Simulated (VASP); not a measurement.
# Si16O31 (a cell with a defect) in VASP: single point with PBE

Aim: the single point of Si16O31 (a cell with a defect) with PBE.

Program: VASP 6.6.1. These are calculated values, not measurements. Logs are shortened: lines on timing, memory, paths and dates and some standing lists are left out, and cuts for length are marked.

## Step 1: The cell of the first run

The cell holds a defect, 47 atoms: a = 10.053 Å, b = 10.053 Å, c = 10.241 Å, α = 119.39°, β = 119.39°, γ = 90.00°.

## Step 2: Single point, PBE (atoms taken out, then relaxed in part)

Contents of INCAR:

```
PREC = Accurate
ENCUT = 520
EDIFF = 1E-6
ISMEAR = 0
SIGMA = 0.01
LREAL = Auto
LASPH = T
NELM = 120
ALGO = Normal
ISIF = 2
LWAVE = F
LCHARG = F
GGA = PE
NBANDS = 154
GGA_COMPAT = F
```

Contents of KPOINTS:

```
Automatic mesh
0
Gamma
  2 2 2
```

Contents of POSCAR:

```
Si16O31
1.0
  -10.0525946321      0.0000000000      0.0000000000
    0.0000000000    -10.0525946321      0.0000000000
    5.0262973161      5.0262973161      7.3717411703
Si O
16 31
Direct
    0.0050774615      0.4975259267      0.5085372403
    0.4919555438      0.5034686983      0.4816846474
    0.0020272682     -0.0029417495      0.5016192797
   -0.0062876909      0.4997750126      0.0005363039
    0.5000945126      0.0030387428      0.4993397244
    0.5213607475      0.4882052060      0.0240816565
    0.0008832397      0.0008288915      0.0008375251
    0.5021926982      0.0030289941     -0.0003771622
    0.6222790910      0.3867947940      0.2259183435
    0.1181760052      0.3752249874      0.2494636961
    0.6275698604      0.8719710059      0.2503771622
    0.6215402211      0.3774740733      0.7414627597
    0.1250457146      0.8741711085      0.2491624749
    0.1352708964      0.3715313017      0.7683153526
    0.6254079885      0.8779417495      0.7483807203
    0.1257547882      0.8719612572      0.7506602756
    0.0060286552      0.4375000000      0.1250000000
    0.5259667757      0.9375000000      0.1250000000
    0.5231446621      0.4269215708      0.5987013475
    0.0157999695      0.9375000000      0.1250000000
    0.0494433146      0.4480784292      0.6512986525
    0.5171791837      0.9431855728      0.6266163757
    0.0155628080      0.9318144272      0.6233836243
    0.5283798067      0.4111057900      0.3259526093
    0.0556851369      0.3841570274      0.3720806690
    0.5621547718      0.8940268630      0.3744585796
    0.5511638297      0.3956664353      0.8611632425
    0.0654289807      0.8910423410      0.3766369855
    0.0487774614      0.3829947141      0.8707829239
    0.5647823925      0.8944630101      0.8747017872
    0.0646845473      0.8911853929      0.8777111747
    0.8150005872      0.4793335647      0.3888367575
    0.3029945375      0.4920052859      0.3792170761
    0.8150806054      0.9805369899      0.3752982128
    0.8086044679      0.4908429726      0.8779193310
    0.3119733726      0.9838146071      0.3722888253
    0.3274271974      0.4638942100      0.9240473907
    0.8137919952      0.9839576590      0.8733630145
    0.3126961922      0.9809731370      0.8755414204
    0.5992427491      0.1931610114      0.1118586949
    0.1079660965      0.1893986150      0.1252472515
    0.6123840542      0.6818389886      0.1381413051
    0.6095526238      0.1899375167      0.6244578144
    0.1077188450      0.6856013850      0.1247527485
    0.1114172329      0.1846093395      0.6311539333
    0.6052632996      0.6903906605      0.6188460667
    0.1100948094      0.6850624833      0.6255421856
```

Potentials or basis: VASP PAW PBE potentials, release 64 (Si, O).

Started as:

```bash
cat potpaw_PBE.64/Si/POTCAR potpaw_PBE.64/O/POTCAR > POTCAR
mpirun -np 1 vasp_std > vasp.out
```

OUTCAR:

```text
PREC = Accurate
   ENCUT = 520
   EDIFF = 1E-6
   ISMEAR = 0
   LREAL = Auto
   LASPH = T
   NELM = 120
   ISIF = 2
   GGA = PE

 ion  position               nearest neighbor table
   1  0.005  0.498  0.509-  25 1.63  47 1.63  21 1.63  32 1.63  10 3.10  16 3.11
   2  0.492  0.503  0.482-  46 1.62  33 1.63  24 1.63  19 1.63  10 3.11  15 3.12
   3  0.002  0.997  0.502-  34 1.62  45 1.62  23 1.62  28 1.63  16 3.11  11 3.11  14 3.12  13 3.12

   4  0.994  0.500  0.001-  29 1.63  35 1.63  44 1.63  17 1.63  12 3.10  10 3.10  14 3.11  13 3.11

   5  0.500  0.003  0.499-  26 1.62  43 1.62  22 1.62  36 1.63  15 3.11  12 3.11  13 3.12  11 3.13

   6  0.521  0.488  0.024-  37 1.64  27 1.64  42 1.65   9 2.52
   7  0.001  0.001  0.001-  38 1.63  31 1.63  20 1.63  41 1.63  10 3.11  13 3.12  16 3.12  15 3.12

   8  0.502  0.003  1.000-  39 1.62  30 1.63  18 1.63  40 1.63  15 3.11  16 3.13
   9  0.622  0.387  0.226-  24 1.64  32 1.64  40 1.65   6 2.52
  10  0.118  0.375  0.249-  33 1.63  25 1.63  41 1.63  17 1.63   1 3.10   4 3.10   2 3.11   7 3.11

  11  0.628  0.872  0.250-  26 1.62  34 1.63  18 1.63  42 1.63   3 3.11   5 3.13
  12  0.622  0.377  0.741-  35 1.63  43 1.63  19 1.63  27 1.63   4 3.10   5 3.11
  13  0.125  0.874  0.249-  28 1.63  36 1.63  20 1.63  44 1.63   4 3.11   7 3.12   5 3.12   3 3.12

  14  0.135  0.372  0.768-  45 1.62  29 1.63  37 1.63  21 1.63   4 3.11   3 3.12
  15  0.625  0.878  0.748-  30 1.62  46 1.62  22 1.62  38 1.63   5 3.11   8 3.11   2 3.12   7 3.12

  16  0.126  0.872  0.751-  39 1.62  47 1.62  23 1.62  31 1.63   3 3.11   1 3.11   7 3.12   8 3.13

  17  0.006  0.438  0.125-  10 1.63   4 1.63
  18  0.526  0.938  0.125-  11 1.63   8 1.63
  19  0.523  0.427  0.599-  12 1.63   2 1.63
  20  0.016  0.938  0.125-  13 1.63   7 1.63
  21  0.049  0.448  0.651-   1 1.63  14 1.63
  22  0.517  0.943  0.627-  15 1.62   5 1.62
[... 23 lines left out ...]
  46  0.605  0.690  0.619-  15 1.62   2 1.62
  47  0.110  0.685  0.626-  16 1.62   1 1.63

  LATTYP: Found a body centered tetragonal cell.
 ALAT       =    10.0525946321
 C/A-ratio  =     1.4666345237

  Lattice vectors:

 A1 = (  -5.0262973161,   5.0262973160,  -7.3717411703)
 A2 = (   5.0262973160,  -5.0262973161,  -7.3717411703)
 A3 = (  -5.0262973160,  -5.0262973160,   7.3717411703)

Analysis of symmetry for initial positions (statically):
=====================================================================
 Subroutine PRICEL returns:
 Original cell was already a primitive cell.

 Routine SETGRP: Setting up the symmetry group for a
 body centered tetragonal supercell.

 Subroutine GETGRP returns: Found  2 space group operations
 (whereof  1 operations were pure point group operations)
 out of a pool of 16 trial point group operations.

The static configuration has the point symmetry C_1 .
 The point group associated with its full space group is C_2 .

Analysis of symmetry for dynamics (positions and initial velocities):
=====================================================================
 Subroutine PRICEL returns:
 Original cell was already a primitive cell.

 Routine SETGRP: Setting up the symmetry group for a
 body centered tetragonal supercell.

 Subroutine GETGRP returns: Found  2 space group operations
 (whereof  1 operations were pure point group operations)
 out of a pool of 16 trial point group operations.

The dynamic configuration has the point symmetry C_1 .
 The point group associated with its full space group is C_2 .

 Subroutine INISYM returns: Found  2 space group operations
 (whereof  1 operations are pure point group operations),
 and found     1 'primitive' translations

----------------------------------------------------------------------------------------

                                     Primitive cell

  volume of cell :     744.9488

  direct lattice vectors                    reciprocal lattice vectors
   -10.052594632  0.000000000  0.000000000    -0.099476805  0.000000000  0.067826581
     0.000000000-10.052594632  0.000000000     0.000000000 -0.099476805  0.067826581
     5.026297316  5.026297316  7.371741170     0.000000000  0.000000000  0.135653162

  length of vectors
    10.052594632 10.052594632 10.240600437     0.120399667  0.120399667  0.135653162

  position of ions in fractional coordinates (direct lattice)
     0.005077462  0.497525927  0.508537240
     0.491955544  0.503468698  0.481684647
     0.002027268  0.997058250  0.501619280
     0.993712309  0.499775013  0.000536304
     0.500094513  0.003038743  0.499339724
     0.521360747  0.488205206  0.024081657
[... 39 lines left out ...]
     0.605263300  0.690390661  0.618846067
     0.110094809  0.685062483  0.625542186

  ion indices of the primitive-cell ions
   primitive index   ion index
                 1           1
                 2           2
                 3           3
                 4           4
                 5           5
                 6           6
[... 39 lines left out ...]
                46          46
                47          47

----------------------------------------------------------------------------------------

 KPOINTS: Automatic mesh

Automatic generation of k-mesh.
 Grid dimensions read from file:
 generate k-points for:    2    2    2

 Generating k-lattice:

  Cartesian coordinates                     Fractional coordinates (reciprocal lattice)
    -0.049738403  0.000000000  0.033913291     0.500000000  0.000000000  0.000000000
     0.000000000 -0.049738403  0.033913291     0.000000000  0.500000000  0.000000000
     0.000000000  0.000000000  0.067826581     0.000000000  0.000000000  0.500000000

  Length of vectors
     0.060199834  0.060199834  0.067826581

  Shift w.r.t. Gamma in fractional coordinates (k-lattice)
     0.000000000  0.000000000  0.000000000

 Subroutine IBZKPT returns following result:
 ===========================================

 Found      6 irreducible k-points:

 Following reciprocal coordinates:
            Coordinates               Weight
  0.000000  0.000000  0.000000      1.000000
  0.500000  0.000000  0.000000      2.000000
  0.000000  0.500000  0.500000      1.000000
  0.000000  0.500000  0.000000      1.000000
  0.500000  0.500000  0.000000      2.000000
  0.000000  0.000000  0.500000      1.000000
   k-points           NKPTS =      6   k-points in BZ     NKDIM =      6   number of bands    NBANDS=    154
   number of dos      NEDOS =    301   number of ions     NIONS =     47
   total plane-waves  NPLWV = 512000
   dimension x,y,z NGX =    80 NGY =   80 NGZ =   80
   dimension x,y,z NGXF=   160 NGYF=  160 NGZF=  160
   ions per type =              16  31
   NGX,Y,Z   is equivalent  to a cutoff of  13.23, 13.23, 12.99 a.u.
   NGXF,Y,Z  is equivalent  to a cutoff of  26.46, 26.46, 25.97 a.u.
 SYSTEM =  unknown system
   PREC   = accura    normal or accurate (medium, high low for compatibility)
   ISTART =      0    job   : 0-new  1-cont  2-samecut
   ICHARG =      2    charge: 1-file 2-atom 10-const
   ISPIN  =      1    spin polarized calculation?
   LNONCOLLINEAR =      F non collinear calculations
   LSORBIT =      F    spin-orbit coupling
   LASPH  =      T    aspherical Exc in radial PAW
   ENCUT  =  520.0 eV  38.22 Ry    6.18 a.u.  18.69 18.69 19.04*2*pi/ulx,y,z
   NELM   =    120;   NELMIN=  2; NELMDL= -5     # of ELM steps
   EDIFF  = 0.1E-05   stopping-criterion for ELM
   LREAL  =      T    real-space projection
   EDIFFG = 0.1E-04   stopping-criterion for IOM
   NSW    =      0    number of steps for IOM
   IBRION =     -1    ionic relax: 0-MD 1-quasi-New 2-CG
   NFREE  =      0    steps in history (QN), initial steepest desc. (CG)
   ISIF   =      2    stress and relaxation
   ISYM   =      2    0-nonsym 1-usesym 2-fastsym
   POTIM  = 0.5000    time-step for ionic-motion
   TEBEG  =    0.0;   TEEND  =   0.0 temperature during run
   PSTRESS=    0.0 pullay stress
   NELECT =     250.0000    total number of electrons
   NUPDOWN=      -1.0000    fix difference up-down
   EMIN   =  10.00;   EMAX   =-10.00  energy-range for DOS
   EFERMI =   0.00;   METHOD = LEGACY
   ISMEAR =     0;   SIGMA  =   0.01  broadening in eV -4-tet -1-fermi 0-gaus
   EFERMI_NEDOS =   21; number of points for ismear=-14 and -15
   IALGO  =     38    algorithm
   IMIX   =      4    mixing-type and parameters
     AMIX     =   0.40;   BMIX     =  1.00
     AMIX_MAG =   1.60;   BMIX_MAG =  1.00
  volume/ion in A,a.u.               =      15.85       106.96
  Fermi-wavevector in a.u.,A,eV,Ry     =   1.137661  2.149867 17.609633  1.294272
  Thomas-Fermi vector in A             =   2.274365
   LORBIT       =      0    0 simple, 1 ext, 2 COOP (PROOUT), +10 PAW based schemes
   GGA     = PE    functional components
   LHFCALC =     F    Hartree Fock is set to
   AEXX    =    0.0000 exact exchange contribution
   IVDW    =     0    specifies the selected vdW correction
   LEPSILON=     F    determine dielectric tensor
   LRPA    =     F    only Hartree local field effects (RPA)
 non-spin polarized calculation
 Gauss-broadening in eV      SIGMA  =   0.01
  energy-cutoff  :      520.00
  volume of cell :      744.95
 maximum number of plane-waves:     20074
 NGX is ok and might be reduce to    80
   NGX = 37   NGY = 37   NGZ = 39

 number of electron     249.9999997 magnetization

 Free energy of the ion-electron system (eV)
  ---------------------------------------------------
  ext. energy  EPLUGINS =         0.00000000
  ---------------------------------------------------
  free energy    TOTEN  =      -369.80791566 eV

  energy without entropy =     -369.80791566  energy(sigma->0) =     -369.80791566

 E-fermi :  -0.0492     XC(G=0):  -7.9475

 val. band max:       -0.1207576689   @ k =   0.0000   0.5000   0.5000
 cond. band min:       5.2138556472   @ k =   0.0000   0.0000   0.0000
 fundamental gap:      5.3346133161
 Fermi energy:        -0.0492342026

 k-point     1 :       0.0000    0.0000    0.0000
  band No.  band energies     occupation
      1     -19.7235      2.00000
      2     -19.3312      2.00000
      3     -19.3291      2.00000
      4     -19.3233      2.00000
      5     -19.1906      2.00000
      6     -18.8830      2.00000
[... 829 lines left out ...]
    136       8.3655      0.00000
    137       8.3963      0.00000
 [bands above 137 left out]

------------------------ aborting loop because EDIFF is reached ----------------------------------------

  FORCE on cell =-STRESS in cart. coord.  units (eV):
  Direction    XX          YY          ZZ          XY          YZ          ZX
  --------------------------------------------------------------------------------------
  -------------------------------------------------------------------------------------
  Total        0.8926642     -7.2717197     -5.5070295     -0.0000000     -4.4254659     -0.0000000
  in kB        1.9198719    -15.6394434    -11.8440863     -0.0000000     -9.5179443     -0.0000000
  external PRESSURE =      -8.5212193 kB  Pullay stress =       0.0000000 kB

 VOLUME and BASIS-vectors are now :
 -----------------------------------------------------------------------------
  energy-cutoff  :      520.00
  volume of cell :      744.95
      direct lattice vectors                 reciprocal lattice vectors
   -10.052594632  0.000000000  0.000000000    -0.099476805  0.000000000  0.067826581
     0.000000000-10.052594632  0.000000000     0.000000000 -0.099476805  0.067826581
     5.026297316  5.026297316  7.371741170     0.000000000  0.000000000  0.135653162

 POSITION                                       TOTAL-FORCE (eV/Angst)
 -----------------------------------------------------------------------------------
      2.50502     -2.44537      3.74880         0.016454      0.002284      0.007988
     -2.52434     -2.64008      3.55085         0.003140      0.011918     -0.001500
      2.50091     -7.50173      3.69781        -0.004011     -0.006892     -0.003860
     -9.98669     -5.02134      0.00395         0.007524     -0.005770     -0.000707
     -2.51742      2.47928      3.68100        -0.006491      0.004245     -0.005441
     -5.11999     -4.78669      0.17752         0.007898      0.034667      0.033715
[... 39 lines left out ...]
     -2.97396     -3.82971      4.56197         0.004649     -0.000164      0.000694
      2.03742     -3.74249      4.61134         0.001322      0.000048     -0.002727
 -----------------------------------------------------------------------------------
    total drift:                               -0.000176     -0.000008     -0.000010

  FREE ENERGIE OF THE ION-ELECTRON SYSTEM (eV)
  ---------------------------------------------------
  free  energy   TOTEN  =      -369.8079156581 eV

  energy  without entropy=     -369.8079156581  energy(sigma->0) =     -369.80791566
```

Run time: 17 min. Hardware: 1 thread of Intel Xeon Platinum 8488C (Sapphire Rapids), shared host; peak memory 1.1 GiB.

What came out:

- Free energy: -369.8079 eV
- Pressure: -0.9 GPa
- Largest force: 0.049 eV/Å
- Band gap on the k mesh: 5.33 eV

Forces in eV/Å, atoms in the order of the input:
```
Si   0.016  0.002  0.008
Si   0.003  0.012 -0.002
Si  -0.004 -0.007 -0.004
Si   0.008 -0.006 -0.001
Si  -0.006  0.004 -0.005
Si   0.008  0.035  0.034
Si  -0.003  0.003  0.000
Si   0.001 -0.004  0.019
Si   0.008 -0.035 -0.034
Si   0.008  0.006  0.001
Si   0.001  0.004 -0.019
Si   0.016 -0.002 -0.008
Si  -0.003 -0.003  0.000
Si   0.003 -0.012  0.002
Si  -0.004  0.007  0.004
Si  -0.006 -0.004  0.005
O   -0.002  0.000  0.000
O   -0.002  0.000  0.000
O   -0.009 -0.002 -0.002
O    0.001  0.000  0.000
O   -0.009  0.002  0.002
O   -0.004  0.003  0.000
O   -0.004 -0.003  0.000
O   -0.008 -0.012 -0.001
O   -0.004 -0.004 -0.004
O    0.005 -0.007  0.003
O   -0.003 -0.005 -0.003
O    0.003 -0.001  0.005
O   -0.002 -0.003  0.000
O   -0.006 -0.003 -0.004
O    0.001 -0.003  0.000
O   -0.003  0.005  0.003
O   -0.002  0.003  0.000
O   -0.006  0.003  0.004
O   -0.004  0.004  0.004
O    0.001  0.003  0.000
O   -0.008  0.012  0.001
O    0.003  0.001 -0.005
O    0.005  0.007 -0.003
O   -0.001  0.024 -0.010
O   -0.001  0.000  0.001
O   -0.001 -0.024  0.010
O    0.001  0.000  0.003
O   -0.001  0.000 -0.001
O    0.005  0.000 -0.001
O    0.005  0.000  0.001
O    0.001  0.000 -0.003
```

Stress tensor (GPa, compression positive):
```
 0.19  0.00  0.00
 0.00 -1.56 -0.95
 0.00 -0.95 -1.18
```

Caveat: the cell differs from its parent crystal (atoms taken out, then relaxed in part).
